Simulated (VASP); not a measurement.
Here is a VASP 6.6.1 calculation.

INCAR

```
SYSTEM = Sn
ALGO     = Fast           ! electronic algorithm
EDIFF    = 1E-6           ! SCF threshold, eV
ENCUT    = 520            ! plane-wave cutoff, eV
GGA      = PE             ! functional
ISIF     = 2              ! what is computed and relaxed
ISMEAR   = -1             ! smearing method
LASPH    = .True.         ! aspherical terms in the spheres
LCHARG   = .False.        ! write CHGCAR
LREAL    = .False.        ! projectors in reciprocal space
LWAVE    = .False.        ! write WAVECAR
NBANDS   = 13             ! bands
NELM     = 100            ! most SCF steps
PREC     = Accurate       ! precision mode
SIGMA    = 0.05           ! smearing width, eV
```

The input KPOINTS:

```
k-points
0
Gamma
  10 10 10
  0 0 0
```

Contents of POSCAR:

```
Sn
1.0
   -1.8911382700      1.8977927600      1.8732002100
    1.8971113000     -1.9215372200      1.9029177100
    1.8832449900      1.9136439400     -1.8969446700
Sn
1
Direct
    0.0000000000      0.0000000000      0.0000000000
```

Potentials or basis: VASP PAW PBE potentials, release 64 (Sn_d).

The run is started by

```bash
$ cat potpaw_PBE.64/Sn_d/POTCAR > POTCAR
$ mpirun -np 1 vasp_std > vasp.out
```

(1) What does it give for the band gap on the k mesh?

(2) Estimate the pressure.

Answers

(1) zero (band 7 reaches 15.89 eV, above the bottom of band 8 at 5.80 eV).

(2) 0.7 GPa.

Caveat: spin-orbit coupling is left out, which moves the levels of the heavy elements.
